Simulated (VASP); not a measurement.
Write the native input for VASP 6.6.1 that does the following.

```
Task                   : single point
Functional             : PBEsol
Potentials or basis    : VASP PAW PBE potentials, release 64 (Mg, Te)
Cutoff                 : 600 eV
k mesh                 : 6 × 6 × 4
Occupations            : gaussian, width 0.02 eV
Spin                   : no spin polarisation
Dipole correction      : no
Further INCAR settings : ALGO = Normal; EDIFF = 1e-06; NBANDS = 16
```

The structure of MgTe lies in POSCAR:

```
MgTe
1.0
    4.5620277146      0.0000000000      0.0000000000
   -2.2810138573      3.9508318936      0.0000000000
    0.0000000000      0.0000000000      7.4079165982
Mg Te
2 2
Direct
    0.6666666667      0.3333333333      0.4989921008
    0.3333333333      0.6666666667      0.9989921008
    0.3333333333      0.6666666667      0.3760068992
    0.6666666667      0.3333333333      0.8760068992
```

One way to write it, as run:

INCAR

```
  PREC = Accurate
  ENCUT = 600
  EDIFF = 1E-6
  ISMEAR = 0
  SIGMA = 0.02
  LREAL = F
  LASPH = T
  NELM = 120
  ALGO = Normal
  ISIF = 2
  LWAVE = F
  LCHARG = T
  GGA = PS
  LELF = T
  LVHAR = T
  NBANDS = 16
  GGA_COMPAT = F
```

KPOINTS

```
Automatic mesh
0
Gamma
  6 6 4
```

Potentials or basis: VASP PAW PBE potentials, release 64 (Mg, Te).

The run is started by

```sh
$ cat potpaw_PBE.64/Mg/POTCAR potpaw_PBE.64/Te/POTCAR > POTCAR
$ mpirun -np 1 vasp_std > vasp.out
```

It gave:

The pressure is 0.0 GPa and the band gap on the k mesh is 2.39 eV.

Caveat: the PAW data sets were made with another functional, which shifts forces and pressure a little; spin-orbit coupling is left out, which moves the levels of the heavy elements.

Run time: 82 s on 1 thread of Intel Xeon 8259CL, with other jobs on the host, peak memory 0.29 GiB.
